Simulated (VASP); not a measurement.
# TiC (Fm-3m) in VASP: a series of runs, part 2 of 2

VASP 6.6.1. The steps go on from the part before.

## (3) Single point, PBEsol

This run uses another cell than the first one, of 9.82 Å³/atom, 1.028 times its volume.

INCAR reads:

```
SYSTEM = TiC
PREC = Accurate
ENCUT = 520
EDIFF = 1E-7
ISMEAR = 0
SIGMA = 0.1
LREAL = .FALSE.
LASPH = .TRUE.
NELM = 80
ALGO = Normal
ISIF = 2
LWAVE = .FALSE.
LCHARG = .FALSE.
GGA = PS
NBANDS = 15
```

KPOINTS reads:

```
regular mesh
0
G
  16 16 16
  0 0 0
```

POSCAR reads:

```
TiC
1.0
    0.0000000000      2.1412534659      2.1412534659
    2.1412534659      0.0000000000      2.1412534659
    2.1412534659      2.1412534659      0.0000000000
Ti C
1 1
Direct
    0.0000000000      0.0000000000      0.0000000000
    0.5000000000      0.5000000000      0.5000000000
```

Potentials or basis: VASP PAW PBE potentials, release 64 (Ti_sv, C).

Run with:

```bash
$ cat potpaw_PBE.64/Ti_sv/POTCAR potpaw_PBE.64/C/POTCAR > POTCAR
$ mpirun -np 1 vasp_std > vasp.out
```

OUTCAR:

```text
SYSTEM = TiC
   PREC = Accurate
   ENCUT = 520
   EDIFF = 1E-7
   ISMEAR = 0
   LREAL = .FALSE.
   LASPH = .TRUE.
   NELM = 80
   ISIF = 2
   GGA = PS

 ion  position               nearest neighbor table
   1  0.000  0.000  0.000-   2 2.14   2 2.14   2 2.14   2 2.14   2 2.14   2 2.14
   2  0.500  0.500  0.500-   1 2.14   1 2.14   1 2.14   1 2.14   1 2.14   1 2.14

  LATTYP: Found a face centered cubic cell.
 ALAT       =     4.2825069318

  Lattice vectors:

 A1 = (   0.0000000000,   2.1412534659,   2.1412534659)
 A2 = (   2.1412534659,   0.0000000000,   2.1412534659)
 A3 = (   2.1412534659,   2.1412534659,   0.0000000000)

Analysis of symmetry for initial positions (statically):
=====================================================================
 Subroutine PRICEL returns:
 Original cell was already a primitive cell.

 Routine SETGRP: Setting up the symmetry group for a
 face centered cubic supercell.

 Subroutine GETGRP returns: Found 48 space group operations
 (whereof 48 operations were pure point group operations)
 out of a pool of 48 trial point group operations.

The static configuration has the point symmetry O_h .

Analysis of symmetry for dynamics (positions and initial velocities):
=====================================================================
 Subroutine PRICEL returns:
 Original cell was already a primitive cell.

 Routine SETGRP: Setting up the symmetry group for a
 face centered cubic supercell.

 Subroutine GETGRP returns: Found 48 space group operations
 (whereof 48 operations were pure point group operations)
 out of a pool of 48 trial point group operations.

The dynamic configuration has the point symmetry O_h .

 Subroutine INISYM returns: Found 48 space group operations
 (whereof 48 operations are pure point group operations),
 and found     1 'primitive' translations

----------------------------------------------------------------------------------------

                                     Primitive cell

  volume of cell :      19.6352

  direct lattice vectors                    reciprocal lattice vectors
     0.000000000  2.141253466  2.141253466    -0.233508087  0.233508087  0.233508087
     2.141253466  0.000000000  2.141253466     0.233508087 -0.233508087  0.233508087
     2.141253466  2.141253466  0.000000000     0.233508087  0.233508087 -0.233508087

  length of vectors
     3.028189692  3.028189692  3.028189692     0.404447870  0.404447870  0.404447870

  position of ions in fractional coordinates (direct lattice)
     0.000000000  0.000000000  0.000000000
     0.500000000  0.500000000  0.500000000

  ion indices of the primitive-cell ions
   primitive index   ion index
                 1           1
                 2           2

----------------------------------------------------------------------------------------

 KPOINTS: regular mesh

Automatic generation of k-mesh.
 Grid dimensions read from file:
 generate k-points for:   16   16   16

 Generating k-lattice:

  Cartesian coordinates                     Fractional coordinates (reciprocal lattice)
    -0.014594255  0.014594255  0.014594255     0.062500000  0.000000000  0.000000000
     0.014594255 -0.014594255  0.014594255     0.000000000  0.062500000  0.000000000
     0.014594255  0.014594255 -0.014594255     0.000000000  0.000000000  0.062500000

  Length of vectors
     0.025277992  0.025277992  0.025277992

[... 38 lines left out ...]
   dimension x,y,z NGX =    24 NGY =   24 NGZ =   24
   dimension x,y,z NGXF=    48 NGYF=   48 NGZF=   48
   ions per type =               1   1
   NGX,Y,Z   is equivalent  to a cutoff of  13.18, 13.18, 13.18 a.u.
   NGXF,Y,Z  is equivalent  to a cutoff of  26.35, 26.35, 26.35 a.u.
 SYSTEM =  TiC
   PREC   = accura    normal or accurate (medium, high low for compatibility)
   ISTART =      0    job   : 0-new  1-cont  2-samecut
   ICHARG =      2    charge: 1-file 2-atom 10-const
   ISPIN  =      1    spin polarized calculation?
   LNONCOLLINEAR =      F non collinear calculations
   LSORBIT =      F    spin-orbit coupling
   LASPH  =      T    aspherical Exc in radial PAW
   ENCUT  =  520.0 eV  38.22 Ry    6.18 a.u.   5.63  5.63  5.63*2*pi/ulx,y,z
   NELM   =     80;   NELMIN=  2; NELMDL= -5     # of ELM steps
   EDIFF  = 0.1E-06   stopping-criterion for ELM
   LREAL  =      F    real-space projection
   EDIFFG = 0.1E-05   stopping-criterion for IOM
   NSW    =      0    number of steps for IOM
   IBRION =     -1    ionic relax: 0-MD 1-quasi-New 2-CG
   NFREE  =      0    steps in history (QN), initial steepest desc. (CG)
   ISIF   =      2    stress and relaxation
   ISYM   =      2    0-nonsym 1-usesym 2-fastsym
   POTIM  = 0.5000    time-step for ionic-motion
   TEBEG  =    0.0;   TEEND  =   0.0 temperature during run
   PSTRESS=    0.0 pullay stress
   NELECT =      16.0000    total number of electrons
   NUPDOWN=      -1.0000    fix difference up-down
   EMIN   =  10.00;   EMAX   =-10.00  energy-range for DOS
   EFERMI =   0.00;   METHOD = LEGACY
   ISMEAR =     0;   SIGMA  =   0.10  broadening in eV -4-tet -1-fermi 0-gaus
   EFERMI_NEDOS =   21; number of points for ismear=-14 and -15
   IALGO  =     38    algorithm
   IMIX   =      4    mixing-type and parameters
     AMIX     =   0.40;   BMIX     =  1.00
     AMIX_MAG =   1.60;   BMIX_MAG =  1.00
  volume/ion in A,a.u.               =       9.82        66.25
  Fermi-wavevector in a.u.,A,eV,Ry     =   1.529103  2.889586 31.812545  2.338156
  Thomas-Fermi vector in A             =   2.636770
   LORBIT       =      0    0 simple, 1 ext, 2 COOP (PROOUT), +10 PAW based schemes
   GGA     = PS    functional components
   LHFCALC =     F    Hartree Fock is set to
   AEXX    =    0.0000 exact exchange contribution
   IVDW    =     0    specifies the selected vdW correction
   LEPSILON=     F    determine dielectric tensor
   LRPA    =     F    only Hartree local field effects (RPA)
 non-spin polarized calculation
 Gauss-broadening in eV      SIGMA  =   0.10
  energy-cutoff  :      520.00
  volume of cell :       19.64
 maximum number of plane-waves:       544
   NGX = 11   NGY = 11   NGZ = 11

 number of electron      16.0000004 magnetization

 Free energy of the ion-electron system (eV)
  ---------------------------------------------------
  ext. energy  EPLUGINS =         0.00000000
  ---------------------------------------------------
  free energy    TOTEN  =       -19.80110729 eV

  energy without entropy =      -19.79917803  energy(sigma->0) =      -19.80014266

 E-fermi :   9.6955     XC(G=0): -13.0378

 val. band max:        9.6945183639   @ k =   0.1250   0.0625   0.0000
 cond. band min:       9.7127330450   @ k =   0.5000   0.5000   0.0000
 fundamental gap:      0.0182146811
 Fermi energy:         9.6955365060

 k-point     1 :       0.0000    0.0000    0.0000
  band No.  band energies     occupation
      1     -46.5238      2.00000
      2     -22.6313      2.00000
      3     -22.6313      2.00000
      4     -22.6313      2.00000
      5      -2.8196      2.00000
      6      10.3815      0.00000
      7      10.3815      0.00000
      8      10.3815      0.00000
      9      11.4543      0.00000
     10      11.4543      0.00000
     11      11.4543      0.00000
     12      11.5058      0.00000
     13      11.5058      0.00000
     14      20.6919      0.00000
[... 401 lines left out ...]
      2     -22.6857      2.00000
      3     -22.6463      2.00000
      4     -22.6326      2.00000
      5      -2.5742      2.00000
      6       9.4729      1.99836
      7       9.6443      1.53152
      8       9.6799      1.17535
      9      10.4987      0.00000
     10      11.1313      0.00000
     11      12.0583      0.00000
     12      12.6642      0.00000
     13      13.5581      0.00000
     14      21.0891      0.00000
     15      23.8994      0.00000

 [... further k-points ...]

------------------------ aborting loop because EDIFF is reached ----------------------------------------

  FORCE on cell =-STRESS in cart. coord.  units (eV):
  Direction    XX          YY          ZZ          XY          YZ          ZX
  --------------------------------------------------------------------------------------
  -------------------------------------------------------------------------------------
  Total        0.2793931      0.2793931      0.2793931      0.0000000      0.0000000     -0.0000000
  in kB       22.7977499     22.7977499     22.7977499      0.0000000      0.0000000     -0.0000000
  external PRESSURE =      22.7977499 kB  Pullay stress =       0.0000000 kB

 VOLUME and BASIS-vectors are now :
 -----------------------------------------------------------------------------
  energy-cutoff  :      520.00
  volume of cell :       19.64
      direct lattice vectors                 reciprocal lattice vectors
     0.000000000  2.141253466  2.141253466    -0.233508087  0.233508087  0.233508087
     2.141253466  0.000000000  2.141253466     0.233508087 -0.233508087  0.233508087
     2.141253466  2.141253466  0.000000000     0.233508087  0.233508087 -0.233508087

 POSITION                                       TOTAL-FORCE (eV/Angst)
 -----------------------------------------------------------------------------------
      0.00000      0.00000      0.00000         0.000000      0.000000     -0.000000
      2.14125      2.14125      2.14125        -0.000000      0.000000      0.000000
 -----------------------------------------------------------------------------------
    total drift:                                0.000000     -0.000000     -0.000000

  FREE ENERGIE OF THE ION-ELECTRON SYSTEM (eV)
  ---------------------------------------------------
  free  energy   TOTEN  =       -19.8011072905 eV

  energy  without entropy=      -19.7991780276  energy(sigma->0) =      -19.80014266
```

stdout:

```text
POSCAR found type information on POSCAR TiC
 POSCAR found :  2 types and       2 ions
 scaLAPACK will be used
 -----------------------------------------------------------------------------
|                                                                             |
|                                                                             |
|     You enforced a specific xc type in the INCAR file but a different       |
|     I HOPE YOU KNOW WHAT YOU ARE DOING!                                     |
|                                                                             |
 -----------------------------------------------------------------------------

 LDA part: xc-table for (Slater+PW92), standard interpolation
 POSCAR, INCAR and KPOINTS ok, starting setup
 FFT: planning ... GRIDC
 FFT: planning ... GRID_SOFT
 FFT: planning ... GRID
 WAVECAR not read
 entering main loop
```

Run time: 20 s. Hardware: 1 thread of Intel Xeon Platinum 8559C (Emerald Rapids), shared host; peak memory 0.17 GiB.

Results:

```
Free energy            : -19.8011 eV
Pressure               : 2.3 GPa
Band gap on the k mesh : zero (band 8 reaches 10.38 eV, above the bottom of band 9 at 9.29 eV)
```

Caveat: the PAW data sets were made with another functional, which shifts forces and pressure a little.
